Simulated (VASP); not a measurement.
Runs of VASP 6.6.1 on HgS. The structure is that of space group F-43m (No. 216), or close to it. The cells are those of the table. 

```tsv
level	spin	cell	cutoff (eV)	gap on the mesh (eV)	pressure (GPa)
RPBE	off	a = 4.142 Å, angles 60.0°, 2 atoms	500	none	(b)
PBE	collinear, ferromagnetic start	a = 4.142 Å, angles 60.0°, 2 atoms	500	none	4.3
BLYP	off	a = 4.142 Å, angles 60.0°, 2 atoms	500	none	(a)
PBEsol	off	a = 4.099 Å, angles 60.0°, 2 atoms	500	none	3.2
r2SCAN	off	a = 4.163 Å, angles 60.0°, 2 atoms	550	none	1.6
RPBE	off	a = 4.199 Å, angles 60.0°, 2 atoms	500	none	3.8
PBEsol	off	a = 4.183 Å, angles 60.0°, 2 atoms	500	none	-0.8
revPBE+D4	off	a = 4.179 Å, angles 60.0°, 2 atoms	500	none	0.3
```

Alike in all rows: task single point; potentials or basis VASP PAW PBE potentials, release 64 (Hg, S); k mesh 8 × 8 × 8; smearing gaussian 0.05 eV.

Task: Estimate the missing entries.

Result: (a) 8.7; (b) 6.5.

Caveats: spin-orbit coupling is left out, which moves the levels of the heavy elements; the PAW data sets were made with another functional, which shifts forces and pressure a little (some runs); pairwise dispersion overbinds metals, which lowers pressure and volume (some runs).

A k mesh can miss the band edges, and the runs leave out spin-orbit coupling on Hg.

A gap of «none» marks levels without a gap at the run's occupations.
